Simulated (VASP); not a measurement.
Here is a VASP 6.6.1 calculation.

INCAR

```
  ALGO = Normal
  EDIFF = 1E-7
  EDIFFG = -0.04
  ENCUT = 600
  GGA = PE
  IBRION = 2
  ISIF = 3
  ISMEAR = 0
  ISPIN = 2
  LASPH = T
  LCHARG = F
  LMAXMIX = 4
  LORBIT = 11
  LREAL = F
  LWAVE = F
  MAGMOM = 1 0
  NELM = 150
  NSW = 90
  PREC = Accurate
  SIGMA = 0.1
```

KPOINTS

```
k-points
0
Gamma
  4 4 4
```

Contents of POSCAR:

```
TiBr
1.0
    3.7692738000      0.0000000000      0.0000000000
    0.0000000000      3.7692738000      0.0000000000
    0.0000000000      0.0000000000      3.7692738000
Ti Br
1 1
Direct
    0.0000000000      0.0000000000      0.0000000000
    0.5000000000      0.5000000000      0.5000000000
```

Potentials or basis: VASP PAW PBE potentials, release 64 (Ti_sv, Br).

Run with:

```sh
$ cat potpaw_PBE.64/Ti_sv/POTCAR potpaw_PBE.64/Br/POTCAR > POTCAR
$ mpirun -np 1 vasp_std > vasp.out
```

(1) Predict the space group after relaxing (to 0.05 Å).

(2) Estimate the relaxed cell.

## Answers

(1) Pm-3m (No. 221).

(2) a = 3.278 Å, b = 3.278 Å, c = 3.278 Å, α = 90.00°, β = 90.00°, γ = 90.00°.

Caveat: the k points lie up to 0.48 Å⁻¹ apart in the final cell.
